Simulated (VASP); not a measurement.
## HfO2 (CdI2 type): relaxation of cell and atoms with PBE

HfO2 (CdI2 type):

```
CELL_PARAMETERS angstrom
3.12658 0.00000 0.00000
-1.56329 2.70770 0.00000
0.00000 0.00000 2.66293
ATOMIC_POSITIONS crystal
Hf 0.00000 0.00000 0.00000
O 0.33333 0.66667 0.28628
O 0.66667 0.33333 0.71372
```

```
Program                : VASP 6.6.1
Task                   : relaxation of cell and atoms
Functional             : PBE
Potentials or basis    : VASP PAW PBE potentials, release 64 (Hf_pv, O)
Cutoff                 : 600 eV
k mesh                 : 14 × 14 × 8
Occupations            : fermi-dirac, width 0.05 eV
Spin                   : no spin polarisation
Target pressure        : 180 GPa
Dipole correction      : no
Further INCAR settings : ALGO = Normal; EDIFF = 1e-07; IBRION = 2; EDIFFG = -0.005; NSW = 32; ISIF = 3
```

```json
{
 "Relaxed volume": "7.47 Å³/atom",
 "Relaxed cell": "a = 3.120 Å, b = 3.120 Å, c = 2.658 Å, α = 90.00°, β = 90.00°, γ = 120.00°",
 "Space group after relaxing (to 0.05 Å)": "P-3m1 (No. 164)",
 "Energy change on relaxing (the enthalpy is what falls)": "+49.2 meV/atom",
 "Ionic steps": "6",
 "Pressure after relaxing": "180.0 GPa",
 "Band gap on the k mesh": "zero (band 11 reaches 8.98 eV, above the bottom of band 12 at 8.59 eV)"
}
```

The path:
| step | energy change (eV) | largest force (eV/Å) | pressure (GPa) | volume (Å³) |
| --- | --- | --- | --- | --- |
| 1 | 0.0000 | 0.1339 | 174.36 | 22.54 |
| 2 | 1.0301 | 0.4357 | 212.31 | 21.69 |
| 3 | 0.1512 | 0.0510 | 180.00 | 22.41 |
| 4 | 0.1543 | 0.0493 | 180.11 | 22.40 |
| 5 | 0.1464 | 0.0111 | 180.00 | 22.41 |
| 6 | 0.1477 | 0.0003 | 180.03 | 22.41 |

Final structure:
```xyz
3
Lattice="3.1199 0.0000 0.0000 -1.5600 2.7019 0.0000 0.0000 0.0000 2.6584" Properties=species:S:1:pos:R:3 pbc="T T T"
Hf    0.0000    0.0000    0.0000
O     0.0000    1.8013    0.7584
O     1.5600    0.9006    1.9000
```

Levels at points of the mesh, in eV from the Fermi level:
```csv
k point,band 9,band 10,band 11,band 12,band 13,band 14
"(0.00, 0.00, 0.00)",-0.58,-0.58,0.22,2.72,6.38,6.38
"(0.50, 0.00, 0.00)",-3.11,-2.70,-0.73,0.20,4.26,6.86
"(0.00, 0.00, 0.50)",-4.52,-3.34,-3.34,1.80,1.80,11.90
"(0.50, 0.00, 0.50)",-1.27,-0.97,-0.69,5.61,6.33,10.55
```

Wall time 100 s on 1 thread of Intel(R) Xeon(R) 6975P-C (Granite Rapids), with other jobs on the host, peak memory 0.22 GiB.

Caveat: the cell is relaxed towards a set pressure, so the enthalpy falls and the energy may rise; spin-orbit coupling is left out, which moves the levels of the heavy elements.
